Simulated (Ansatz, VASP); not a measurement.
# Two plane-wave programs on BN

```
B N
1.0
     0.00000   -1.80481   -1.80481
     0.00000    1.80481   -1.80481
     3.60963    0.00000    0.00000
B N
2 2
Direct
  0.50000 0.50000 0.50000
  0.00000 0.00000 0.00000
  0.00000 0.50000 0.25000
  0.50000 0.00000 0.75000
```

Alike in both runs: task single point; functional r2SCAN; k mesh 8 × 8 × 6; occupations gaussian, width 0.05 eV; no spin polarisation.

```csv
,VASP,Ansatz
version,VASP 6.6.1,Ansatz 0.2.0
potentials or method,"VASP PAW PBE potentials, release 64 (B_h, N_h), cutoff 910 eV","scalar-relativistic, plane waves, PAW"
valence electrons in the cell,16,16
```

```tsv
	VASP	Ansatz	Ansatz less VASP
gap on the k mesh at the Fermi level (eV)	5.00	5.00	+0.006
least direct gap on the mesh (eV)	5.00	5.00	+0.006
```

VASP's potentials were made for PBE, not for r2SCAN. The functional is the same, so the differences come from potentials, cutoffs and numerics.

Noted on VASP's run: the cutoff is short for stress, so the pressure is rough.
